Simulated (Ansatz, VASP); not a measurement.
## One calculation of TaSi2, two programs

```
CELL_PARAMETERS angstrom
0.00000 3.47834 3.47834
3.47834 0.00000 3.47834
3.47834 3.47834 0.00000
ATOMIC_POSITIONS crystal
Ta 0.50000 0.50000 0.50000
Ta 0.75000 0.75000 0.75000
Si 0.12500 0.12500 0.12500
Si 0.62500 0.12500 0.12500
Si 0.12500 0.12500 0.62500
Si 0.12500 0.62500 0.12500
```

Alike in both runs: task relaxation of cell and atoms; functional PBE; k mesh 10 × 10 × 10; occupations gaussian, width 0.1 eV; no spin polarisation.

|  | VASP | Ansatz |
| --- | --- | --- |
| version | VASP 6.6.1 | Ansatz 0.2.0 |
| potentials or method | VASP PAW PBE potentials, release 64 (Ta_pv, Si), cutoff 600 eV | scalar-relativistic, plane waves, PAW |
| valence electrons in the cell | 38 | 42 |

```tsv
	VASP	Ansatz	Ansatz less VASP
gap on the k mesh at the Fermi level, each at its own relaxed structure (eV)	none	none	-
relaxed volume (Å³/atom)	13.97	13.97	0.000
relaxed cell length with the largest relative difference (Å)	4.913	4.913	0.0000
```

A gap of «none» marks a metal or a gap that the smearing closes. VASP's potentials hold 38 valence electrons a cell and Ansatz's 42, so a difference there can come from the potentials and not from the codes.

Spin-orbit coupling is off throughout.
